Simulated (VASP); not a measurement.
Input of a VASP 6.6.1 run:

Contents of INCAR:

```
SYSTEM = NaF
PREC     = Accurate       ! precision mode
ENCUT    = 520            ! plane-wave cutoff, eV
EDIFF    = 1E-7           ! SCF threshold, eV
ISMEAR   = 0              ! smearing method
SIGMA    = 0.05           ! smearing width, eV
LREAL    = .False.        ! projectors in reciprocal space
LASPH    = .True.         ! aspherical terms in the spheres
NELM     = 80             ! most SCF steps
ALGO     = Normal         ! electronic algorithm
ISIF     = 2              ! what is computed and relaxed
LWAVE    = .False.        ! write WAVECAR
LCHARG   = .True.         ! write CHGCAR
GGA      = PE             ! functional
LELF     = .True.         ! ELF
LVHAR    = .True.       
NBANDS   = 14             ! bands
```

KPOINTS

```
Automatic mesh
0
Gamma
  8 8 8
  0 0 0
```

The input POSCAR:

```
NaF
1.0
    0.0000000000      2.3233000000      2.2536010000
    2.3233000000      0.0000000000      2.2536010000
    2.3233000000      2.3233000000      0.0000000000
Na F
1 1
Direct
    0.0000000000      0.0000000000      0.0000000000
    0.5000000000      0.5000000000      0.5000000000
```

Potentials or basis: VASP PAW PBE potentials, release 64 (Na_pv, F).

Run with:

```console
$ cat potpaw_PBE.64/Na_pv/POTCAR potpaw_PBE.64/F/POTCAR > POTCAR
$ mpirun -np 1 vasp_std > vasp.out
```

(1) Predict the pressure.

(2) Predict the band gap on the k mesh.

Answers

(1) 3.4 GPa.

(2) 6.42 eV, direct.

Caveat: the cell differs from its parent crystal (strain +0.000 along x and y, -0.030 along z).
